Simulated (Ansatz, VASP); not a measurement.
Given: the input of a run of Ansatz 0.2.0 on InP.

input.yaml

```yaml
crystal:
  lattice:
    - [0.0, 2.9305, 2.9305]
    - [2.9305, 0.0, 2.9305]
    - [2.9305, 2.9305, 0.0]
  atoms:
    - { symbol: In, position: [0.0, 0.0, 0.0] }
    - { symbol: P, position: [0.75, 0.75, 0.75] }
hamiltonian:
  xc: revpbe
  pseudopotentials: { kind: paw }
kpoints:
  mp_grid: { grid: [8, 8, 8] }
scf:
  occupations: { method: fermi_dirac, width: 0.05 }
output:
  forces: true
  stress: true
relax:
  f_tol: 0.01
  max_steps: 40
  cell: { stress_tol: 0.05 }
```

Potentials or basis: Ansatz PAW.

Launch:

```console
$ ansatz run input.yaml --threads 2 --pin off --max-ram 5632MiB --backend cpu --events-out ev --progress --plain --runs-dir out
```

Task: Translate it to VASP 6.6.1. Potentials there: VASP PAW PBE potentials, release 64 (In_d, P).

Result: As run (the cutoff follows the program's own potentials):

Contents of INCAR:

```
SYSTEM = InP
PREC     = Accurate       ! precision mode
ENCUT    = 600            ! plane-wave cutoff, eV
EDIFF    = 1E-7           ! SCF threshold, eV
ISMEAR   = -1             ! smearing method
SIGMA    = 0.05           ! smearing width, eV
LREAL    = .FALSE.        ! projectors in reciprocal space
LASPH    = .TRUE.         ! aspherical terms in the spheres
NELM     = 80             ! most SCF steps
ALGO     = Normal         ! electronic algorithm
ISIF     = 3              ! what is computed and relaxed
LWAVE    = .FALSE.        ! write WAVECAR
LCHARG   = .FALSE.        ! write CHGCAR
GGA      = RE             ! functional
IBRION   = 2              ! ionic algorithm
NSW      = 60             ! ionic steps
EDIFFG   = -0.01          ! ionic threshold
```

The input KPOINTS:

```
regular mesh
0
G
  8 8 8
  0 0 0
```

The input POSCAR:

```
InP
1.0
    0.0000000000      2.9305000000      2.9305000000
    2.9305000000      0.0000000000      2.9305000000
    2.9305000000      2.9305000000      0.0000000000
In P
1 1
Direct
    0.0000000000      0.0000000000      0.0000000000
    0.7500000000      0.7500000000      0.7500000000
```

Potentials or basis: VASP PAW PBE potentials, release 64 (In_d, P).

Command:

```bash
$ cat potpaw_PBE.64/In_d/POTCAR potpaw_PBE.64/P/POTCAR > POTCAR
$ mpirun -np 1 vasp_std > vasp.out
```

Both were run:

|  | VASP | Ansatz | Ansatz less VASP |
| --- | --- | --- | --- |
| relaxed volume (Å³/atom) | 26.99 | 27.03 | +0.041 |
| relaxed cell length with the largest relative difference (Å) | 4.242 | 4.244 | +0.0022 |

VASP's potentials were made for PBE, not for revPBE.

Noted on Ansatz's run: the plane-wave basis is chosen anew once the cell has moved, so the energies of steps on either side of that aren't comparable.
